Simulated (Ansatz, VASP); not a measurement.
# CaO: VASP beside Ansatz

Contents of INCAR:

```
PREC = Accurate
ENCUT = 520
EDIFF = 1E-7
ISMEAR = 0
SIGMA = 0.05
LREAL = F
LASPH = T
NELM = 100
ALGO = Normal
ISIF = 2
LWAVE = F
LCHARG = T
GGA = PE
LELF = T
LVHAR = T
NBANDS = 24
```

KPOINTS

```
regular mesh
0
Gamma
  9 9 6
```

The input POSCAR:

```
CaO
1.0
    4.0765174252      0.0000000000      0.0000000000
   -2.0382587126      3.5303676492      0.0000000000
    0.0000000000      0.0000000000      4.5159660037
Ca O
2 2
Direct
    0.3333333333      0.6666666667      0.7500000000
    0.6666666667      0.3333333333      0.2500000000
    0.3333333333      0.6666666667      0.2500000000
    0.6666666667      0.3333333333      0.7500000000
```

Input for Ansatz:

```yaml
crystal:
  lattice:
    - [4.0765174252, 0.0, 0.0]
    - [-2.0382587126, 3.5303676492, 0.0]
    - [0.0, 0.0, 4.5159660037]
  atoms:
    - { symbol: Ca, position: [0.3333333333, 0.6666666667, 0.75] }
    - { symbol: Ca, position: [0.6666666667, 0.3333333333, 0.25] }
    - { symbol: O, position: [0.3333333333, 0.6666666667, 0.25] }
    - { symbol: O, position: [0.6666666667, 0.3333333333, 0.75] }
basis:
  ecutwfc: 520.0
kpoints:
  mp_grid: { grid: [9, 9, 6] }
hamiltonian:
  xc: pbe
scf:
  occupations: { method: gaussian, width: 0.05 }
output:
  forces: true
  stress: true
  eigenvalues: true
```

Alike in both runs: task single point; functional PBE; k mesh 9 × 9 × 6; occupations gaussian, width 0.05 eV; no spin polarisation.

|  | VASP | Ansatz |
| --- | --- | --- |
| version | VASP 6.6.1 | Ansatz 0.2.0 |
| potentials or method | VASP PAW PBE potentials, release 64 (Ca_sv, O), cutoff 520 eV | scalar-relativistic, plane waves, PAW |
| valence electrons in the cell | 32 | 32 |

```csv
,VASP,Ansatz,Ansatz less VASP
gap on the k mesh at the Fermi level (eV),2.88,2.90,+0.022
least direct gap on the mesh (eV),2.88,2.90,+0.022
pressure (GPa),5.1,4.5,-0.58
"traceless stress, the component that is largest in VASP (GPa)",9.66,9.27,-0.398
```

With one functional, cell and mesh, what is left measures potentials, basis and numerics.
